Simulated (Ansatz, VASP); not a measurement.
## Two plane-wave programs on CsSnBr3

```
CELL_PARAMETERS angstrom
5.76529 0.00000 0.00000
0.00000 5.76529 0.00000
0.00000 0.00000 5.76529
ATOMIC_POSITIONS crystal
Cs 0.00000 0.00000 0.00000
Sn 0.50000 0.50000 0.50000
Br 0.50000 0.50000 0.00000
Br 0.50000 0.00000 0.50000
Br 0.00000 0.50000 0.50000
```

Alike in both runs: functional PBEsol; k mesh 6 × 6 × 6; occupations gaussian, width 0.02 eV; no spin polarisation.

Ansatz relaxed the structure, and its values are those at the end. VASP's run is a single point on that final structure, the one shown.

|  | VASP | Ansatz |
| --- | --- | --- |
| version | VASP 6.6.1 | Ansatz 0.2.0 |
| potentials or method | VASP PAW PBE potentials, release 64 (Cs_sv, Sn_d, Br), cutoff 500 eV | scalar-relativistic, plane waves, PAW |
| valence electrons in the cell | 44 | 44 |

```tsv
	VASP	Ansatz	Ansatz less VASP
gap on the k mesh at the Fermi level (eV)	0.21	0.22	+0.005
least direct gap on the mesh (eV)	0.21	0.22	+0.005
pressure (GPa)	0.0	0.0	0.00
```

VASP's potentials were made for PBE, not for PBEsol. The functional is the same, so the differences come from potentials, cutoffs and numerics.

Neither program's run includes spin-orbit coupling.
